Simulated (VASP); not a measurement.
# BiP in VASP: further runs

Runs on BiP. Level: PBE. Tasks: single point.

Program: VASP 6.6.1. These are calculated values, not measurements. Logs are shortened: lines on timing, memory, paths and dates and some standing lists are left out, and cuts for length are marked.

## 1. The cell of the first run

Symmetry: P6_3/mmc, No. 194, hexagonal system. The conventional cell has a = 4.084 Å, b = 4.084 Å, c = 7.239 Å, α = 90.00°, β = 90.00°, γ = 120.00°. Within 3.9 Å of Bi (site symmetry -3m) lie 6 P at 2.97 Å and 2 Bi at 3.62 Å. P (site symmetry -6m2) has 6 Bi at 2.97 Å within 3.9 Å.

## 2. Single point, PBE (26.14 Å³/atom)

INCAR

```
SYSTEM = BiP
ALGO = Normal
EDIFF = 1E-7
ENCUT = 520
GGA = PE
ISIF = 2
ISMEAR = 0
LASPH = .True.
LCHARG = .False.
LREAL = .False.
LWAVE = .False.
NBANDS = 28
NELM = 60
PREC = Accurate
SIGMA = 0.05
```

KPOINTS

```
k-points
0
Gamma
  10 10 6
  0 0 0
```

POSCAR

```
BiP
1.0
    4.0837409347      0.0000000000      0.0000000000
   -2.0418704674      3.5366233919      0.0000000000
    0.0000000000      0.0000000000      7.2393088105
Bi P
2 2
Direct
    0.0000000000      0.0000000000      0.0000000000
    0.0000000000      0.0000000000      0.5000000000
    0.3333333333      0.6666666667      0.2500000000
    0.6666666667      0.3333333333      0.7500000000
```

Potentials or basis: VASP PAW PBE potentials, release 64 (Bi_d, P).

Launch:

```console
> cat potpaw_PBE.64/Bi_d/POTCAR potpaw_PBE.64/P/POTCAR > POTCAR
> mpirun -np 1 vasp_std > vasp.out
```

OUTCAR:

```text
SYSTEM = BiP
   EDIFF = 1E-7
   ENCUT = 520
   GGA = PE
   ISIF = 2
   ISMEAR = 0
   LASPH = .True.
   LREAL = .False.
   NELM = 60
   PREC = Accurate

 ion  position               nearest neighbor table
   1  0.000  0.000  0.000-   3 2.97   4 2.97   4 2.97   3 2.97   4 2.97   3 2.97   2 3.62   2 3.62

   2  0.000  0.000  0.500-   3 2.97   4 2.97   4 2.97   3 2.97   4 2.97   3 2.97   1 3.62   1 3.62

   3  0.333  0.667  0.250-   1 2.97   2 2.97   1 2.97   2 2.97   1 2.97   2 2.97
   4  0.667  0.333  0.750-   1 2.97   2 2.97   1 2.97   2 2.97   1 2.97   2 2.97

  LATTYP: Found a hexagonal cell.
 ALAT       =     4.0837409347
 C/A-ratio  =     1.7727149999

  Lattice vectors:

 A1 = (   4.0837409347,   0.0000000000,   0.0000000000)
 A2 = (  -2.0418704674,   3.5366233919,   0.0000000000)
 A3 = (   0.0000000000,   0.0000000000,   7.2393088105)

Analysis of symmetry for initial positions (statically):
=====================================================================
 Subroutine PRICEL returns:
 Original cell was already a primitive cell.

 Routine SETGRP: Setting up the symmetry group for a
 hexagonal supercell.

 Subroutine GETGRP returns: Found 24 space group operations
 (whereof 12 operations were pure point group operations)
 out of a pool of 24 trial point group operations.

The static configuration has the point symmetry D_3d.
 The point group associated with its full space group is D_6h.

Analysis of symmetry for dynamics (positions and initial velocities):
=====================================================================
 Subroutine PRICEL returns:
 Original cell was already a primitive cell.

 Routine SETGRP: Setting up the symmetry group for a
 hexagonal supercell.

 Subroutine GETGRP returns: Found 24 space group operations
 (whereof 12 operations were pure point group operations)
 out of a pool of 24 trial point group operations.

The dynamic configuration has the point symmetry D_3d.
 The point group associated with its full space group is D_6h.

 Subroutine INISYM returns: Found 24 space group operations
 (whereof 12 operations are pure point group operations),
 and found     1 'primitive' translations

----------------------------------------------------------------------------------------

                                     Primitive cell

  volume of cell :     104.5548

  direct lattice vectors                    reciprocal lattice vectors
     4.083740935  0.000000000  0.000000000     0.244873516  0.141377790  0.000000000
    -2.041870467  3.536623392  0.000000000     0.000000000  0.282755580  0.000000000
     0.000000000  0.000000000  7.239308810     0.000000000  0.000000000  0.138134734

  length of vectors
     4.083740935  4.083740935  7.239308810     0.282755580  0.282755580  0.138134734

  position of ions in fractional coordinates (direct lattice)
     0.000000000  0.000000000  0.000000000
     0.000000000  0.000000000  0.500000000
     0.333333333  0.666666667  0.250000000
     0.666666667  0.333333333  0.750000000

  ion indices of the primitive-cell ions
   primitive index   ion index
                 1           1
                 2           2
                 3           3
                 4           4

----------------------------------------------------------------------------------------

 KPOINTS: k-points

Automatic generation of k-mesh.
 Grid dimensions read from file:
 generate k-points for:   10   10    6

 Generating k-lattice:

  Cartesian coordinates                     Fractional coordinates (reciprocal lattice)
     0.024487352  0.014137779  0.000000000     0.100000000  0.000000000  0.000000000
     0.000000000  0.028275558  0.000000000     0.000000000  0.100000000  0.000000000
     0.000000000  0.000000000  0.023022456     0.000000000  0.000000000  0.166666667

  Length of vectors
     0.028275558  0.028275558  0.023022456

  Shift w.r.t. Gamma in fractional coordinates (k-lattice)
     0.000000000  0.000000000  0.000000000

 Subroutine IBZKPT returns following result:
 ===========================================

 Found     56 irreducible k-points:

 Following reciprocal coordinates:
            Coordinates               Weight
  0.000000  0.000000  0.000000      1.000000
  0.100000  0.000000  0.000000      6.000000
  0.200000  0.000000  0.000000      6.000000
  0.300000  0.000000  0.000000      6.000000
  0.400000  0.000000  0.000000      6.000000
  0.500000  0.000000  0.000000      3.000000
[... 16 lines left out ...]
  0.300000  0.100000  0.166667     24.000000
  0.400000  0.100000  0.166667     24.000000
 [... further k-points ...]
   k-points           NKPTS =     56   k-points in BZ     NKDIM =     56   number of bands    NBANDS=     28
   number of dos      NEDOS =    301   number of ions     NIONS =      4
   total plane-waves  NPLWV =  48600
   dimension x,y,z NGX =    30 NGY =   30 NGZ =   54
   dimension x,y,z NGXF=    60 NGYF=   60 NGZF=  108
   ions per type =               2   2
   NGX,Y,Z   is equivalent  to a cutoff of  12.21, 12.21, 12.40 a.u.
   NGXF,Y,Z  is equivalent  to a cutoff of  24.43, 24.43, 24.80 a.u.
 SYSTEM =  BiP
   PREC   = accura    normal or accurate (medium, high low for compatibility)
   ISTART =      0    job   : 0-new  1-cont  2-samecut
   ICHARG =      2    charge: 1-file 2-atom 10-const
   ISPIN  =      1    spin polarized calculation?
   LNONCOLLINEAR =      F non collinear calculations
   LSORBIT =      F    spin-orbit coupling
   LASPH  =      T    aspherical Exc in radial PAW
   ENCUT  =  520.0 eV  38.22 Ry    6.18 a.u.   7.59  7.59 13.46*2*pi/ulx,y,z
   NELM   =     60;   NELMIN=  2; NELMDL= -5     # of ELM steps
   EDIFF  = 0.1E-06   stopping-criterion for ELM
   LREAL  =      F    real-space projection
   EDIFFG = 0.1E-05   stopping-criterion for IOM
   NSW    =      0    number of steps for IOM
   IBRION =     -1    ionic relax: 0-MD 1-quasi-New 2-CG
   NFREE  =      0    steps in history (QN), initial steepest desc. (CG)
   ISIF   =      2    stress and relaxation
   ISYM   =      2    0-nonsym 1-usesym 2-fastsym
   POTIM  = 0.5000    time-step for ionic-motion
   TEBEG  =    0.0;   TEEND  =   0.0 temperature during run
   PSTRESS=    0.0 pullay stress
   NELECT =      40.0000    total number of electrons
   NUPDOWN=      -1.0000    fix difference up-down
   EMIN   =  10.00;   EMAX   =-10.00  energy-range for DOS
   EFERMI =   0.00;   METHOD = LEGACY
   ISMEAR =     0;   SIGMA  =   0.05  broadening in eV -4-tet -1-fermi 0-gaus
   EFERMI_NEDOS =   21; number of points for ismear=-14 and -15
   IALGO  =     38    algorithm
   IMIX   =      4    mixing-type and parameters
     AMIX     =   0.40;   BMIX     =  1.00
     AMIX_MAG =   1.60;   BMIX_MAG =  1.00
  volume/ion in A,a.u.               =      26.14       176.39
  Fermi-wavevector in a.u.,A,eV,Ry     =   1.188448  2.245841 19.216981  1.412408
  Thomas-Fermi vector in A             =   2.324577
   LORBIT       =      0    0 simple, 1 ext, 2 COOP (PROOUT), +10 PAW based schemes
   GGA     = PE    functional components
   LHFCALC =     F    Hartree Fock is set to
   AEXX    =    0.0000 exact exchange contribution
   IVDW    =     0    specifies the selected vdW correction
   LEPSILON=     F    determine dielectric tensor
   LRPA    =     F    only Hartree local field effects (RPA)
 non-spin polarized calculation
 Gauss-broadening in eV      SIGMA  =   0.05
  energy-cutoff  :      520.00
  volume of cell :      104.55
 maximum number of plane-waves:      2853
   NGX = 15   NGY = 15   NGZ = 27

 number of electron      40.0000011 magnetization

 Free energy of the ion-electron system (eV)
  ---------------------------------------------------
  ext. energy  EPLUGINS =         0.00000000
  ---------------------------------------------------
  free energy    TOTEN  =       -17.72224826 eV

  energy without entropy =      -17.72126251  energy(sigma->0) =      -17.72175538

 E-fermi :   6.6530     XC(G=0):  -9.9155

 val. band max:        6.6437887408   @ k =   0.1000   0.0000   0.3333
 cond. band min:       6.6621206511   @ k =   0.4000   0.0000   0.0000
 fundamental gap:      0.0183319103
 Fermi energy:         6.6529915141

 k-point     1 :       0.0000    0.0000    0.0000
  band No.  band energies     occupation
      1     -16.4994      2.00000
      2     -16.4494      2.00000
      3     -16.4494      2.00000
      4     -16.4437      2.00000
      5     -16.4437      2.00000
      6     -16.4401      2.00000
[... 20 lines left out ...]
     27      11.4944      0.00000
     28      13.0761      0.00000

 k-point     2 :       0.1000    0.0000    0.0000
  band No.  band energies     occupation
      1     -16.4980      2.00000
      2     -16.4504      2.00000
      3     -16.4470      2.00000
      4     -16.4439      2.00000
      5     -16.4416      2.00000
      6     -16.4408      2.00000
[... 20 lines left out ...]
     27      11.4937      0.00000
     28      12.0676      0.00000

 k-point     3 :       0.2000    0.0000    0.0000
  band No.  band energies     occupation
      1     -16.4947      2.00000
      2     -16.4541      2.00000
      3     -16.4449      2.00000
      4     -16.4443      2.00000
      5     -16.4441      2.00000
      6     -16.4363      2.00000
[... 20 lines left out ...]
     27      11.4790      0.00000
     28      12.4429      0.00000

 k-point     4 :       0.3000    0.0000    0.0000
  band No.  band energies     occupation
      1     -16.4914      2.00000
      2     -16.4602      2.00000
      3     -16.4466      2.00000
      4     -16.4456      2.00000
      5     -16.4448      2.00000
      6     -16.4275      2.00000
[... 578 lines left out ...]
     27      11.7528      0.00000
     28      13.2461      0.00000

 k-point    23 :       0.3000    0.1000    0.1667
  band No.  band energies     occupation
      1     -16.4824      2.00000
      2     -16.4600      2.00000
      3     -16.4460      2.00000
      4     -16.4441      2.00000
      5     -16.4439      2.00000
      6     -16.4236      2.00000
[... 20 lines left out ...]
     27      11.8222      0.00000
     28      13.8017      0.00000

 k-point    24 :       0.4000    0.1000    0.1667
  band No.  band energies     occupation
      1     -16.4813      2.00000
      2     -16.4629      2.00000
      3     -16.4470      2.00000
      4     -16.4450      2.00000
      5     -16.4432      2.00000
      6     -16.4218      2.00000
[... 20 lines left out ...]
     27      12.0440      0.00000
     28      13.9220      0.00000

 [... further k-points ...]

------------------------ aborting loop because EDIFF is reached ----------------------------------------

  FORCE on cell =-STRESS in cart. coord.  units (eV):
  Direction    XX          YY          ZZ          XY          YZ          ZX
  --------------------------------------------------------------------------------------
  -------------------------------------------------------------------------------------
  Total       -0.8404719     -0.8404719     -0.8475744      0.0000000      0.0000000      0.0000000
  in kB      -12.8792234    -12.8792234    -12.9880612      0.0000000      0.0000000      0.0000000
  external PRESSURE =     -12.9155027 kB  Pullay stress =       0.0000000 kB

 VOLUME and BASIS-vectors are now :
 -----------------------------------------------------------------------------
  energy-cutoff  :      520.00
  volume of cell :      104.55
      direct lattice vectors                 reciprocal lattice vectors
     4.083740935  0.000000000  0.000000000     0.244873516  0.141377790  0.000000000
    -2.041870467  3.536623392  0.000000000     0.000000000  0.282755580  0.000000000
     0.000000000  0.000000000  7.239308810     0.000000000  0.000000000  0.138134734

 POSITION                                       TOTAL-FORCE (eV/Angst)
 -----------------------------------------------------------------------------------
      0.00000      0.00000      0.00000         0.000000      0.000000     -0.000000
      0.00000      0.00000      3.61965         0.000000      0.000000     -0.000000
     -0.00000      2.35775      1.80983         0.000000     -0.000000     -0.000000
      2.04187      1.17887      5.42948        -0.000000      0.000000      0.000000
 -----------------------------------------------------------------------------------
    total drift:                                0.000000      0.000000      0.000000

  FREE ENERGIE OF THE ION-ELECTRON SYSTEM (eV)
  ---------------------------------------------------
  free  energy   TOTEN  =       -17.7222482588 eV

  energy  without entropy=      -17.7212625081  energy(sigma->0) =      -17.72175538
```

Wall time 66 s (1 thread of Intel Xeon 6975P-C (Granite Rapids), shared host); peak memory 0.28 GiB.

Results:

```yaml
Free_energy: -17.7222 eV
Pressure: -1.3 GPa
Band_gap_on_the_k_mesh: zero (bands 20 and 21 overlap by 0.87 eV)
```

Caveat: spin-orbit coupling is left out, which moves the levels of the heavy elements.

## 3. Single point, PBE (26.65 Å³/atom)

This run uses another cell than the first one, of 26.65 Å³/atom.

INCAR

```
  PREC = Accurate
  ENCUT = 520
  EDIFF = 1E-6
  ISMEAR = 0
  SIGMA = 0.05
  LREAL = F
  LASPH = T
  NELM = 100
  ALGO = Normal
  ISIF = 2
  LWAVE = F
  LCHARG = F
  GGA = PE
  NBANDS = 28
```

KPOINTS

```
regular mesh
0
Gamma
  10 10 6
```

POSCAR

```
BiP
1.0
    4.1174402237      0.0000000000      0.0000000000
   -2.0587201118      3.5658078323      0.0000000000
    0.0000000000      0.0000000000      7.2609263495
Bi P
2 2
Direct
    0.0000000000      0.0000000000      0.0000000000
    0.0000000000      0.0000000000      0.5000000000
    0.3333333333      0.6666666667      0.2500000000
    0.6666666667      0.3333333333      0.7500000000
```

Potentials or basis: VASP PAW PBE potentials, release 64 (Bi_d, P).

Launch:

```console
> cat potpaw_PBE.64/Bi_d/POTCAR potpaw_PBE.64/P/POTCAR > POTCAR
> mpirun -np 1 vasp_std > vasp.out
```

OUTCAR:

```text
PREC = Accurate
   ENCUT = 520
   EDIFF = 1E-6
   ISMEAR = 0
   LREAL = F
   LASPH = T
   NELM = 100
   ISIF = 2
   GGA = PE

 ion  position               nearest neighbor table
   1  0.000  0.000  0.000-   3 2.99   4 2.99   3 2.99   4 2.99   4 2.99   3 2.99   2 3.63   2 3.63

   2  0.000  0.000  0.500-   3 2.99   4 2.99   3 2.99   4 2.99   4 2.99   3 2.99   1 3.63   1 3.63

   3  0.333  0.667  0.250-   1 2.99   2 2.99   1 2.99   2 2.99   1 2.99   2 2.99
   4  0.667  0.333  0.750-   1 2.99   2 2.99   1 2.99   2 2.99   1 2.99   2 2.99

  LATTYP: Found a hexagonal cell.
 ALAT       =     4.1174402237
 C/A-ratio  =     1.7634564086

  Lattice vectors:

 A1 = (   4.1174402237,   0.0000000000,   0.0000000000)
 A2 = (  -2.0587201118,   3.5658078323,   0.0000000000)
 A3 = (   0.0000000000,   0.0000000000,   7.2609263495)

Analysis of symmetry for initial positions (statically):
=====================================================================
 Subroutine PRICEL returns:
 Original cell was already a primitive cell.

 Routine SETGRP: Setting up the symmetry group for a
 hexagonal supercell.

 Subroutine GETGRP returns: Found 24 space group operations
 (whereof 12 operations were pure point group operations)
 out of a pool of 24 trial point group operations.

The static configuration has the point symmetry D_3d.
 The point group associated with its full space group is D_6h.

Analysis of symmetry for dynamics (positions and initial velocities):
=====================================================================
 Subroutine PRICEL returns:
 Original cell was already a primitive cell.

 Routine SETGRP: Setting up the symmetry group for a
 hexagonal supercell.

 Subroutine GETGRP returns: Found 24 space group operations
 (whereof 12 operations were pure point group operations)
 out of a pool of 24 trial point group operations.
[... 122 lines left out ...]
   EFERMI_NEDOS =   21; number of points for ismear=-14 and -15
   IALGO  =     38    algorithm
   IMIX   =      4    mixing-type and parameters
     AMIX     =   0.40;   BMIX     =  1.00
     AMIX_MAG =   1.60;   BMIX_MAG =  1.00
  volume/ion in A,a.u.               =      26.65       179.85
  Fermi-wavevector in a.u.,A,eV,Ry     =   1.180780  2.231351 18.969813  1.394242
  Thomas-Fermi vector in A             =   2.317066
   LORBIT       =      0    0 simple, 1 ext, 2 COOP (PROOUT), +10 PAW based schemes
   GGA     = PE    functional components
   LHFCALC =     F    Hartree Fock is set to
   AEXX    =    0.0000 exact exchange contribution
   IVDW    =     0    specifies the selected vdW correction
   LEPSILON=     F    determine dielectric tensor
   LRPA    =     F    only Hartree local field effects (RPA)
 non-spin polarized calculation
 Gauss-broadening in eV      SIGMA  =   0.05
  energy-cutoff  :      520.00
  volume of cell :      106.60
 maximum number of plane-waves:      2901
 NGX is ok and might be reduce to    32
   NGX = 15   NGY = 15   NGZ = 27

 number of electron      40.0000012 magnetization

 Free energy of the ion-electron system (eV)
  ---------------------------------------------------
  ext. energy  EPLUGINS =         0.00000000
  ---------------------------------------------------
  free energy    TOTEN  =       -17.69933804 eV

  energy without entropy =      -17.69823994  energy(sigma->0) =      -17.69878899

 E-fermi :   6.4090     XC(G=0):  -9.8264

 val. band max:        6.3848876239   @ k =   0.1000   0.0000   0.3333
 cond. band min:       6.4241029859   @ k =   0.4000   0.0000   0.0000
 fundamental gap:      0.0392153620
 Fermi energy:         6.4089886669

 k-point     1 :       0.0000    0.0000    0.0000
  band No.  band energies     occupation
      1     -16.7220      2.00000
      2     -16.6731      2.00000
      3     -16.6731      2.00000
      4     -16.6681      2.00000
      5     -16.6681      2.00000
      6     -16.6654      2.00000
[... 733 lines left out ...]
     27      11.7294      0.00000
     28      13.6577      0.00000

 [... further k-points ...]

------------------------ aborting loop because EDIFF is reached ----------------------------------------

  FORCE on cell =-STRESS in cart. coord.  units (eV):
  Direction    XX          YY          ZZ          XY          YZ          ZX
  --------------------------------------------------------------------------------------
  -------------------------------------------------------------------------------------
  Total       -1.5890215     -1.5890215     -1.5995976     -0.0000000     -0.0000000     -0.0000000
  in kB      -23.8815813    -23.8815813    -24.0405314     -0.0000000     -0.0000000     -0.0000000
  external PRESSURE =     -23.9345647 kB  Pullay stress =       0.0000000 kB

 VOLUME and BASIS-vectors are now :
 -----------------------------------------------------------------------------
  energy-cutoff  :      520.00
  volume of cell :      106.60
      direct lattice vectors                 reciprocal lattice vectors
     4.117440224  0.000000000  0.000000000     0.242869343  0.140220680  0.000000000
    -2.058720112  3.565807832  0.000000000     0.000000000  0.280441361  0.000000000
     0.000000000  0.000000000  7.260926350     0.000000000  0.000000000  0.137723474

 POSITION                                       TOTAL-FORCE (eV/Angst)
 -----------------------------------------------------------------------------------
      0.00000      0.00000      0.00000         0.000000      0.000000      0.000000
      0.00000      0.00000      3.63046         0.000000      0.000000      0.000000
     -0.00000      2.37721      1.81523        -0.000000      0.000000     -0.000000
      2.05872      1.18860      5.44569         0.000000     -0.000000     -0.000000
 -----------------------------------------------------------------------------------
    total drift:                                0.000000     -0.000000      0.000000

  FREE ENERGIE OF THE ION-ELECTRON SYSTEM (eV)
  ---------------------------------------------------
  free  energy   TOTEN  =       -17.6993380437 eV

  energy  without entropy=      -17.6982399418  energy(sigma->0) =      -17.69878899
```

stdout:

```text
POSCAR found type information on POSCAR BiP
 POSCAR found :  2 types and       4 ions
 scaLAPACK will be used
 LDA part: xc-table for (Slater+PW92), standard interpolation
 POSCAR, INCAR and KPOINTS ok, starting setup
 FFT: planning ... GRIDC
 FFT: planning ... GRID_SOFT
 FFT: planning ... GRID
 WAVECAR not read
 entering main loop
```

Run time: 61 s. Hardware: 1 thread of Intel Xeon 6975P-C (Granite Rapids), shared host; peak memory 0.3 GiB.

What came out:

* Free energy: -17.6993 eV
* Pressure: -2.4 GPa
* Band gap on the k mesh: zero (bands 20 and 21 overlap by 0.80 eV)

Caveat: spin-orbit coupling is left out, which moves the levels of the heavy elements.

(Continued in part 2 of 2.)

The gap in the log of VASP goes by the Fermi energy; the results here count the filled bands.